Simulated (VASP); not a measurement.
BaTe, 2 atoms in the cell. Symmetry: I4/mmm, No. 139, tetragonal system. The conventional cell has a = 5.044 Å, b = 5.044 Å, c = 7.040 Å, α = 90.00°, β = 90.00°, γ = 90.00°. Within 4.6 Å of Ba (site symmetry 4/mmm) lie 6 Te at 3.52 to 3.57 Å. Within 4.6 Å of Te (site symmetry 4/mmm) lie 6 Ba at 3.52 to 3.57 Å.  This cell differs from its parent crystal: in-plane strain +0.01, then relaxed in part.

- Program: VASP 6.6.1
- Task: single point
- Functional: r2SCAN
- Potentials or basis: VASP PAW PBE potentials, release 64 (Ba_sv, Te)
- Cutoff: 520 eV
- k mesh: 6 × 6 × 6
- Occupations: gaussian, width 0.01 eV
- Spin: no spin polarisation
- Dipole correction: no
- Further INCAR settings: ALGO = Normal; EDIFF = 1e-06; NBANDS = 15

Potentials or basis: VASP PAW PBE potentials, release 64 (Ba_sv, Te).

Run with:

```bash
$ cat potpaw_PBE.64/Ba_sv/POTCAR potpaw_PBE.64/Te/POTCAR > POTCAR
$ cp INCAR.step1 INCAR
$ mpirun -np 1 vasp_std > vasp.out
$ cp INCAR.step2 INCAR
$ mpirun -np 1 vasp_std > vasp.out
```

Hardware: 1 thread of AMD EPYC 9R14 (Zen 4) (shared host).

**Question.** Estimate the wall time of this run.

**Answer.** It took 2.7 min on 1 thread of AMD EPYC 9R14 (Zen 4), with other jobs on the host, peak memory 0.24 GiB. Counts: k points 30.
